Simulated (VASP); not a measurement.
## MoS2: relaxation of cell and atoms with PBE+D3(BJ)

The system is MoS2.

```
Mo S
1.0
     1.58550    0.91539    6.11500
    -1.58550    0.91539    6.11500
     0.00000   -1.83078    6.11500
Mo S
1 2
Direct
  0.00000 0.00000 0.00000
  0.75000 0.75000 0.75000
  0.25000 0.25000 0.25000
```

```yaml
Program: VASP 6.6.1
Task: relaxation of cell and atoms
Functional: PBE
Dispersion: D3(BJ)
Potentials_or_basis: VASP PAW PBE potentials, release 64 (Mo_sv, S)
Cutoff: 600 eV
k_mesh: 9 × 9 × 9
Occupations: gaussian, width 0.1 eV
Spin: no spin polarisation
Dipole_correction: no
Further_INCAR_settings: ALGO = Normal; EDIFF = 1e-07; IBRION = 2; EDIFFG = -0.05; NSW = 100; ISIF = 3
```

The relaxed volume is 16.95 Å³/atom and the relaxed cell is a = 6.255 Å, b = 6.255 Å, c = 6.255 Å, α = 28.99°, β = 28.99°, γ = 28.99°. The space group after relaxing (to 0.1 Å) is R-3m (No. 166), the energy gained by relaxing is 24.4 meV/atom and the ionic steps are 10. The pressure after relaxing is 0.2 GPa and the largest force after relaxing is 0.020 eV/Å. The band gap on the k mesh is zero (bands 13 and 14 overlap by 0.35 eV) and the dispersion energy per atom is -0.448 eV.

Forces on the atoms (eV/Å):
```
Mo   0.000  0.000  0.000
S    0.000  0.000  0.020
S    0.000  0.000 -0.020
```

Stress tensor (GPa, compression positive):
```
0.23 0.00 0.00
0.00 0.23 0.00
0.00 0.00 0.00
```

The path:
```csv
step,energy change (eV),largest force (eV/Å),pressure (GPa),volume (Å³)
1,0.0000,0.9842,3.82,53.25
2,0.0540,0.8600,-8.82,56.57
3,-0.0363,0.2071,-1.60,54.50
4,-0.0363,0.2252,-1.48,54.47
5,-0.0505,0.1734,-0.88,53.64
6,-0.0569,0.1106,-0.09,52.62
7,-0.0609,0.0946,-0.12,52.35
8,-0.0701,0.0458,-0.08,51.53
9,-0.0685,0.0722,0.43,49.87
10,-0.0732,0.0199,0.15,50.86
```

Final structure:
```
Mo S
1.0
     1.56578    0.90400    5.98830
    -1.56578    0.90400    5.98830
     0.00000   -1.80801    5.98830
Mo S
1 2
Direct
  0.00000 0.00000 0.00000
  0.75582 0.75582 0.75582
  0.24418 0.24418 0.24418
```

Levels at points of the mesh, in eV from the Fermi level:
| k point | band 11 | band 12 | band 13 | band 14 | band 15 | band 16 |
| --- | --- | --- | --- | --- | --- | --- |
| (0.00, 0.00, 0.00) | -1.44 | -0.75 | -0.75 | 0.11 | 0.11 | 3.24 |

Run time: 19 min on 1 thread of Intel(R) Xeon(R) 6975P-C (Granite Rapids) (shared host), peak memory 0.5 GiB.
